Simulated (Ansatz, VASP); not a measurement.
# Cs4Zn in VASP and in Ansatz

```
Cs Zn
1.0
     7.62125    0.00000    0.00000
     0.00000    7.62125    0.00000
     0.00000    0.00000    7.62125
Cs Zn
4 1
Direct
  0.50000 0.00000 0.00000
  0.00000 0.50000 0.00000
  0.00000 0.00000 0.50000
  0.50000 0.50000 0.50000
  0.00000 0.00000 0.00000
```

Alike in both runs: task single point; functional PBE; k mesh 6 × 6 × 6; occupations gaussian, width 0.1 eV; no spin polarisation.

```csv
,VASP,Ansatz
version,VASP 6.6.1,Ansatz 0.2.0
potentials or method,"VASP PAW PBE potentials, release 64 (Cs_sv, Zn), cutoff 520 eV","scalar-relativistic, plane waves, PAW"
valence electrons in the cell,48,48
```

```csv
,VASP,Ansatz,Ansatz less VASP
gap on the k mesh at the Fermi level (eV),none,none,-
pressure (GPa),0.1,0.1,0.00
```

A gap of «none» marks a metal or a gap that the smearing closes. With one functional, cell and mesh, what is left measures potentials, basis and numerics.

Spin-orbit coupling is off throughout.
